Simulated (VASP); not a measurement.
# Al in VASP: single point with r2SCAN

Aim: the single point of Al with r2SCAN.

All numbers are computed with VASP 6.6.1; they aren't measurements. Logs are shortened: lines on timing, memory, paths and dates and some standing lists are left out, and cuts for length are marked.

## 1. The cell of the first run

The cell holds a sublattice, 4 atoms: a = 4.760 Å, b = 4.761 Å, c = 5.130 Å, α = 62.36°, β = 62.36°, γ = 60.00°.

## 2. Single point, r2SCAN

The input, POSCAR:

```
Al
1.0
   -2.3802500000      4.1227139347      0.0000000000
   -4.7605000000      0.0000000000      0.0000000000
   -2.3802500000      1.3742379782      4.3318666667
Al
4
Direct
    0.6478400000      0.6478400000      0.0564800000
    0.8521600000      0.8521600000      0.4435200000
    0.3521600000      0.3521600000      0.9435200000
    0.1478400000      0.1478400000      0.5564800000
```

The input, INCAR.step1:

```
SYSTEM = Al
PREC = Accurate ; ENCUT = 520
ISMEAR = 0 ; SIGMA = 0.1
LREAL = .False. ; LASPH = .True.
NELM = 60 ; NBANDS = 14
GGA = PE ; ALGO = Normal
EDIFF = 1E-4 ; LWAVE = .True.
LCHARG = .False.
```

The input, INCAR.step2:

```
SYSTEM = Al
PREC = Accurate ; ENCUT = 520
EDIFF = 1E-6 ; ISMEAR = 0
SIGMA = 0.1 ; LREAL = .False.
LASPH = .True. ; NELM = 60
ALGO = Normal ; ISIF = 2
LWAVE = .False. ; LCHARG = .False.
METAGGA = R2SCAN ; LMIXTAU = .True.
NBANDS = 14 ; ISTART = 1
```

The input, KPOINTS:

```
regular mesh
0
Gamma
  6 6 6
  0 0 0
```

Potentials or basis: VASP PAW PBE potentials, release 64 (Al).

Launch:

```console
$ cat potpaw_PBE.64/Al/POTCAR > POTCAR
$ cp INCAR.step1 INCAR
$ mpirun -np 1 vasp_std > vasp.out
$ cp INCAR.step2 INCAR
$ mpirun -np 1 vasp_std > vasp.out
```

OUTCAR:

```text
SYSTEM = Al
   PREC = Accurate
   ENCUT = 520
   EDIFF = 1E-6
   ISMEAR = 0
   LREAL = .False.
   LASPH = .True.
   NELM = 60
   ISIF = 2
   METAGGA = R2SCAN
   ISTART = 1

 ion  position               nearest neighbor table
   1  0.648  0.648  0.056-   2 2.66   3 2.79   3 2.79   3 2.79   2 3.22   2 3.22   2 3.22
   2  0.852  0.852  0.444-   1 2.66   4 2.79   4 2.79   4 2.79   1 3.22   1 3.22   1 3.22
   3  0.352  0.352  0.944-   4 2.66   1 2.79   1 2.79   1 2.79   4 3.22   4 3.22   4 3.22
   4  0.148  0.148  0.556-   3 2.66   2 2.79   2 2.79   2 2.79   3 3.22   3 3.22   3 3.22

  LATTYP: Found a trigonal (rhomboedric) cell.
 ALAT       =     5.1302230850
 COS(alpha) =     0.5694707703

  Lattice vectors:

 A1 = (  -0.0000000000,  -2.7484759565,   4.3318666667)
 A2 = (   2.3802500000,   1.3742379782,   4.3318666667)
 A3 = (  -2.3802500000,   1.3742379782,   4.3318666667)

Analysis of symmetry for initial positions (statically):
=====================================================================
 Subroutine PRICEL returns following result:

  LATTYP: Found a trigonal (rhomboedric) cell.
 ALAT       =     3.4993409791
 COS(alpha) =     0.0746572682

  Lattice vectors:

 A1 = (  -2.3802500000,  -1.3742379782,   2.1659333333)
 A2 = (   2.3802500000,  -1.3742379782,   2.1659333333)
 A3 = (   0.0000000000,   2.7484759565,   2.1659333333)

   2 primitive cells build up your supercell.

 Routine SETGRP: Setting up the symmetry group for a
 trigonal (rhombohedral) supercell.

 Subroutine GETGRP returns: Found 12 space group operations
 (whereof 12 operations were pure point group operations)
 out of a pool of 12 trial point group operations.

The static configuration has the point symmetry D_3d.

Analysis of symmetry for dynamics (positions and initial velocities):
=====================================================================
 Subroutine PRICEL returns following result:

  LATTYP: Found a trigonal (rhomboedric) cell.
 ALAT       =     3.4993409791
 COS(alpha) =     0.0746572682

  Lattice vectors:

 A1 = (  -2.3802500000,  -1.3742379782,   2.1659333333)
 A2 = (   2.3802500000,  -1.3742379782,   2.1659333333)
 A3 = (   0.0000000000,   2.7484759565,   2.1659333333)

   2 primitive cells build up your supercell.

 Routine SETGRP: Setting up the symmetry group for a
 trigonal (rhombohedral) supercell.

 Subroutine GETGRP returns: Found 12 space group operations
 (whereof 12 operations were pure point group operations)
 out of a pool of 12 trial point group operations.

The dynamic configuration has the point symmetry D_3d.

 Subroutine INISYM returns: Found 12 space group operations
 (whereof 12 operations are pure point group operations),
 and found     2 'primitive' translations

----------------------------------------------------------------------------------------

                                     Primitive cell

  volume of cell :      42.5090

  direct lattice vectors                    reciprocal lattice vectors
    -2.380250000 -1.374237978  2.165933333    -0.210061968 -0.121279334  0.153898242
     2.380250000 -1.374237978  2.165933333     0.210061968 -0.121279334  0.153898242
     0.000000000  2.748475956  2.165933333     0.000000000  0.242558668  0.153898242

  length of vectors
     3.499340979  3.499340979  3.499340979     0.287261860  0.287261860  0.287261860

  position of ions in fractional coordinates (direct lattice)
     0.704320000  0.704320000  0.704320000
     0.295680000  0.295680000  0.295680000

  ion indices of the primitive-cell ions
   primitive index   ion index
                 1           1
                 2           3

----------------------------------------------------------------------------------------

 KPOINTS: regular mesh

Automatic generation of k-mesh.
 Grid dimensions read from file:
 generate k-points for:    6    6    6

 Generating k-lattice:

  Cartesian coordinates                     Fractional coordinates (reciprocal lattice)
     0.000000000  0.040426445 -0.012824854     0.166666667  0.000000000  0.000000000
    -0.035010328 -0.020213222 -0.012824854    -0.000000000  0.166666667 -0.000000000
     0.000000000  0.000000000  0.038474561     0.000000000  0.000000000  0.166666667

  Length of vectors
     0.042411959  0.042411959  0.038474561

  Shift w.r.t. Gamma in fractional coordinates (k-lattice)
     0.000000000  0.000000000  0.000000000

 Subroutine IBZKPT returns following result:
 ===========================================

 Found     32 irreducible k-points:

 Following reciprocal coordinates:
            Coordinates               Weight
  0.000000  0.000000  0.000000      1.000000
  0.166667  0.000000 -0.000000      6.000000
  0.333333  0.000000 -0.000000      6.000000
  0.500000  0.000000 -0.000000      3.000000
  0.166667  0.166667  0.000000      6.000000
  0.333333  0.166667 -0.000000     12.000000
[... 16 lines left out ...]
 -0.166667  0.500000  0.166667     12.000000
 -0.333333 -0.333333  0.166667      6.000000
 [... further k-points ...]
   k-points           NKPTS =     32   k-points in BZ     NKDIM =     32   number of bands    NBANDS=     14
   number of dos      NEDOS =    301   number of ions     NIONS =      4
   total plane-waves  NPLWV =  51840
   dimension x,y,z NGX =    36 NGY =   36 NGZ =   40
   dimension x,y,z NGXF=    72 NGYF=   72 NGZF=   80
   ions per type =               4
   NGX,Y,Z   is equivalent  to a cutoff of  12.57, 12.57, 12.96 a.u.
   NGXF,Y,Z  is equivalent  to a cutoff of  25.14, 25.14, 25.92 a.u.
 SYSTEM =  Al
   PREC   = accura    normal or accurate (medium, high low for compatibility)
   ISTART =      1    job   : 0-new  1-cont  2-samecut
   ICHARG =      0    charge: 1-file 2-atom 10-const
   ISPIN  =      1    spin polarized calculation?
   LNONCOLLINEAR =      F non collinear calculations
   LSORBIT =      F    spin-orbit coupling
   LASPH  =      T    aspherical Exc in radial PAW
   ENCUT  =  520.0 eV  38.22 Ry    6.18 a.u.   8.85  8.85  9.54*2*pi/ulx,y,z
   NELM   =     60;   NELMIN=  2; NELMDL=  0     # of ELM steps
   EDIFF  = 0.1E-05   stopping-criterion for ELM
   LREAL  =      F    real-space projection
   EDIFFG = 0.1E-04   stopping-criterion for IOM
   NSW    =      0    number of steps for IOM
   IBRION =     -1    ionic relax: 0-MD 1-quasi-New 2-CG
   NFREE  =      0    steps in history (QN), initial steepest desc. (CG)
   ISIF   =      2    stress and relaxation
   ISYM   =      2    0-nonsym 1-usesym 2-fastsym
   POTIM  = 0.5000    time-step for ionic-motion
   TEBEG  =    0.0;   TEEND  =   0.0 temperature during run
   PSTRESS=    0.0 pullay stress
   NELECT =      12.0000    total number of electrons
   NUPDOWN=      -1.0000    fix difference up-down
   EMIN   =  10.00;   EMAX   =-10.00  energy-range for DOS
   EFERMI =   0.00;   METHOD = LEGACY
   ISMEAR =     0;   SIGMA  =   0.10  broadening in eV -4-tet -1-fermi 0-gaus
   EFERMI_NEDOS =   21; number of points for ismear=-14 and -15
   IALGO  =     38    algorithm
   IMIX   =      4    mixing-type and parameters
     AMIX     =   0.40;   BMIX     =  1.00
     AMIX_MAG =   1.60;   BMIX_MAG =  1.00
  volume/ion in A,a.u.               =      21.25       143.43
  Fermi-wavevector in a.u.,A,eV,Ry     =   0.852377  1.610759  9.885262  0.726546
  Thomas-Fermi vector in A             =   1.968655
   LORBIT       =      0    0 simple, 1 ext, 2 COOP (PROOUT), +10 PAW based schemes
   METAGGA = R2SCAN    functional components
   LHFCALC =     F    Hartree Fock is set to
   AEXX    =    0.0000 exact exchange contribution
   IVDW    =     0    specifies the selected vdW correction
   LEPSILON=     F    determine dielectric tensor
   LRPA    =     F    only Hartree local field effects (RPA)
 non-spin polarized calculation
 Gauss-broadening in eV      SIGMA  =   0.10
  energy-cutoff  :      520.00
  volume of cell :       85.02
 maximum number of plane-waves:      2308
   NGX = 17   NGY = 17   NGZ = 19

 number of electron      12.0000000 magnetization

 Free energy of the ion-electron system (eV)
  ---------------------------------------------------
  ext. energy  EPLUGINS =         0.00000000
  ---------------------------------------------------
  free energy    TOTEN  =       -25.19476902 eV

  energy without entropy =      -25.18269412  energy(sigma->0) =      -25.18873157

 E-fermi :   5.5452     XC(G=0):  -9.8896

 val. band max:        5.5168925293   @ k =   0.5000   0.0000   0.1667
 cond. band min:       5.6235303766   @ k =  -0.1667  -0.3333   0.1667
 fundamental gap:      0.1066378473
 Fermi energy:         5.5451517319

 k-point     1 :       0.0000    0.0000    0.0000
  band No.  band energies     occupation
      1      -4.6388      2.00000
      2       2.9916      2.00000
      3       3.6032      2.00000
      4       4.4367      2.00000
      5       4.4367      2.00000
      6       5.2077      2.00000
      7       6.0472      0.00000
      8       6.0472      0.00000
      9       6.9696      0.00000
     10       6.9696      0.00000
     11       7.4383      0.00000
     12       7.7996      0.00000
     13       8.7800      0.00000
     14       8.7800      0.00000

 k-point     2 :       0.1667    0.0000   -0.0000
  band No.  band energies     occupation
      1      -4.3590      2.00000
      2       1.9266      2.00000
      3       3.0731      2.00000
      4       4.0631      2.00000
      5       4.0840      2.00000
      6       5.6566      0.11497
      7       5.7785      0.00097
      8       5.8942      0.00000
      9       6.4383      0.00000
     10       6.9329      0.00000
     11       7.0292      0.00000
     12       9.5035      0.00000
     13      10.3779      0.00000
     14      10.5162      0.00000

 k-point     3 :       0.3333    0.0000   -0.0000
  band No.  band energies     occupation
      1      -3.5240      2.00000
      2      -0.2731      2.00000
      3       2.9093      2.00000
      4       3.8247      2.00000
      5       4.1915      2.00000
      6       4.3444      2.00000
      7       4.7253      2.00000
      8       5.2089      2.00000
      9       6.8075      0.00000
     10       8.7862      0.00000
     11       9.0231      0.00000
     12      11.1196      0.00000
     13      13.0985      0.00000
     14      13.0991      0.00000

 k-point     4 :       0.5000    0.0000   -0.0000
  band No.  band energies     occupation
      1      -2.1492      2.00000
      2      -2.1492      2.00000
      3       3.3637      2.00000
      4       3.3637      2.00000
      5       4.0246      2.00000
      6       4.0246      2.00000
      7       4.4677      2.00000
      8       4.4677      2.00000
      9       8.8290      0.00000
     10       8.8290      0.00000
     11      11.2169      0.00000
     12      11.2169      0.00000
     13      11.4118      0.00000
     14      11.4118      0.00000

 k-point     5 :       0.1667    0.1667    0.0000
  band No.  band energies     occupation
      1      -4.2827      2.00000
      2       1.8359      2.00000
      3       2.8653      2.00000
      4       3.3691      2.00000
      5       4.2116      2.00000
      6       4.5228      2.00000
      7       5.7188      0.01404
      8       7.2396      0.00000
      9       7.4247      0.00000
     10       7.7800      0.00000
     11       7.7967      0.00000
[... 276 lines left out ...]
 k-point    22 :      -0.3333    0.5000    0.1667
  band No.  band energies     occupation
      1      -1.5871      2.00000
      2      -0.5960      2.00000
      3      -0.4693      2.00000
      4       0.5839      2.00000
      5       3.4932      2.00000
      6       5.1940      2.00000
      7       6.3606      0.00000
      8       8.2263      0.00000
      9       9.3857      0.00000
     10      10.0427      0.00000
     11      11.2278      0.00000
     12      11.9301      0.00000
     13      12.2142      0.00000
     14      13.1774      0.00000

 k-point    23 :      -0.1667    0.5000    0.1667
  band No.  band energies     occupation
      1      -1.6819      2.00000
      2      -1.4419      2.00000
      3       0.4251      2.00000
      4       0.9465      2.00000
      5       4.4061      2.00000
      6       5.0140      2.00000
      7       6.3071      0.00000
      8       7.7030      0.00000
      9       7.7783      0.00000
     10       8.6502      0.00000
     11      11.6343      0.00000
     12      11.6558      0.00000
     13      12.5424      0.00000
     14      13.3238      0.00000

 k-point    24 :      -0.3333   -0.3333    0.1667
  band No.  band energies     occupation
      1      -2.4327      2.00000
      2      -0.6333      2.00000
      3       0.2214      2.00000
      4       2.3382      2.00000
      5       2.4341      2.00000
      6       4.2622      2.00000
      7       8.0418      0.00000
      8       8.6895      0.00000
      9       9.7891      0.00000
     10       9.9743      0.00000
     11      10.3114      0.00000
     12      11.3216      0.00000
     13      11.5308      0.00000
     14      12.2097      0.00000

 [... further k-points ...]
[... 5 lines left out ...]
  --------------------------------------------------------------------------------------
  -------------------------------------------------------------------------------------
  Total       -4.3717135     -4.3717135     -3.1133083      0.0000000      0.0000000      0.0000000
  in kB      -82.3856218    -82.3856218    -58.6707793      0.0000000      0.0000000      0.0000000
  external PRESSURE =     -74.4806743 kB  Pullay stress =       0.0000000 kB

 VOLUME and BASIS-vectors are now :
 -----------------------------------------------------------------------------
  energy-cutoff  :      520.00
  volume of cell :       85.02
      direct lattice vectors                 reciprocal lattice vectors
    -2.380250000  4.122713935  0.000000000     0.000000000  0.242558668 -0.076949121
    -4.760500000  0.000000000  0.000000000    -0.210061968 -0.121279334 -0.076949121
    -2.380250000  1.374237978  4.331866667     0.000000000  0.000000000  0.230847364

 POSITION                                       TOTAL-FORCE (eV/Angst)
 -----------------------------------------------------------------------------------
     -4.76050      2.74848      0.24466        -0.000000     -0.000000      0.621391
     -7.14075      4.12271      1.92127         0.000000      0.000000     -0.621391
     -4.76050      2.74848      4.08720         0.000000      0.000000     -0.621391
     -2.38025      1.37424      2.41060        -0.000000     -0.000000      0.621391
 -----------------------------------------------------------------------------------
    total drift:                               -0.000000      0.000000      0.000000

  FREE ENERGIE OF THE ION-ELECTRON SYSTEM (eV)
  ---------------------------------------------------
  free  energy   TOTEN  =       -25.1947690186 eV

  energy  without entropy=      -25.1826941157  energy(sigma->0) =      -25.18873157
```

Run time: 57 s. Hardware: 1 thread of Intel Xeon 6975P-C (Granite Rapids), shared host; peak memory 0.22 GiB.

Results:

```
Free energy            : -25.1948 eV
Pressure               : -7.4 GPa
Largest force          : 0.621 eV/Å
Band gap on the k mesh : zero (band 6 reaches 6.17 eV, above the bottom of band 7 at 4.47 eV)
```

Forces in eV/Å, atoms in the order of the input:
```
Al   0.000  0.000  0.621
Al   0.000  0.000 -0.621
Al   0.000  0.000 -0.621
Al   0.000  0.000  0.621
```

Stress tensor (GPa, compression positive):
```
-8.24  0.00  0.00
 0.00 -8.24  0.00
 0.00  0.00 -5.87
```

Caveat: the PAW data sets were made with another functional, which shifts forces and pressure a little.
